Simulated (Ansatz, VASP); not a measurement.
Two plane-wave programs on HfO2

Contents of POSCAR:

```
HfO2
1.0
    0.0000000000      2.7493125000      2.5575000000
    2.5575000000      0.0000000000      2.5575000000
    2.5575000000      2.7493125000      0.0000000000
Hf O
1 2
Direct
    0.0000000000      0.0000000000      0.0000000000
    0.2500000000      0.2500000000      0.2500000000
    0.7500000000      0.7500000000      0.7500000000
```

INCAR.step1

```
SYSTEM = HfO2
ALGO = Normal
EDIFF = 1E-4
ENCUT = 520
GGA = PE
ISMEAR = 0
LASPH = .True.
LCHARG = .False.
LREAL = .False.
LWAVE = .True.
NBANDS = 18
NELM = 80
PREC = Accurate
SIGMA = 0.05
```

The input INCAR.step2:

```
SYSTEM = HfO2
ALGO = Normal
EDIFF = 1E-6
ENCUT = 520
ISIF = 2
ISMEAR = 0
ISTART = 1
LASPH = .True.
LCHARG = .False.
LMIXTAU = .True.
LREAL = .False.
LWAVE = .False.
METAGGA = R2SCAN
NBANDS = 18
NELM = 80
PREC = Accurate
SIGMA = 0.05
```

The input KPOINTS:

```
k-points
0
Gamma
  8 8 8
  0 0 0
```

Input for Ansatz:

```yaml
crystal:
  lattice:
    - [0.0, 2.7493125, 2.5575]
    - [2.5575, 0.0, 2.5575]
    - [2.5575, 2.7493125, 0.0]
  atoms:
    - { symbol: Hf, position: [0.0, 0.0, 0.0] }
    - { symbol: O, position: [0.25, 0.25, 0.25] }
    - { symbol: O, position: [0.75, 0.75, 0.75] }
basis:
  ecutwfc: 500
kpoints:
  mp_grid: { grid: [8, 8, 8] }
hamiltonian:
  xc: r2scan
scf:
  occupations: { method: gaussian, width: 0.05 }
output:
  forces: true
  stress: true
  eigenvalues: true
```

Change from the starting cell: strain +0.0750 x Voigt [0, 1, 0, 0, 0, 0], atoms carried along.

Alike in both runs: task single point; functional r2SCAN; k mesh 8 × 8 × 8; occupations gaussian, width 0.05 eV; no spin polarisation.

|  | VASP | Ansatz |
| --- | --- | --- |
| version | VASP 6.6.1 | Ansatz 0.2.0 |
| potentials or method | VASP PAW PBE potentials, release 64 (Hf_pv, O), cutoff 520 eV | scalar-relativistic, plane waves, PAW |
| valence electrons in the cell | 22 | 38 |

```csv
,VASP,Ansatz,Ansatz less VASP
gap on the k mesh at the Fermi level (eV),3.26,3.27,+0.017
least direct gap on the mesh (eV),3.50,3.52,+0.016
pressure (GPa),-25.6,-22.7,+2.91
"traceless stress, the component that is largest in VASP (GPa)",-21.38,-21.10,+0.278
```

VASP's potentials were made for PBE, not for r2SCAN. With one functional, cell and mesh, what is left measures potentials, basis and numerics. VASP's potentials hold 22 valence electrons a cell and Ansatz's 38, so a difference there can come from the potentials and not from the codes.

Neither program's run includes spin-orbit coupling.
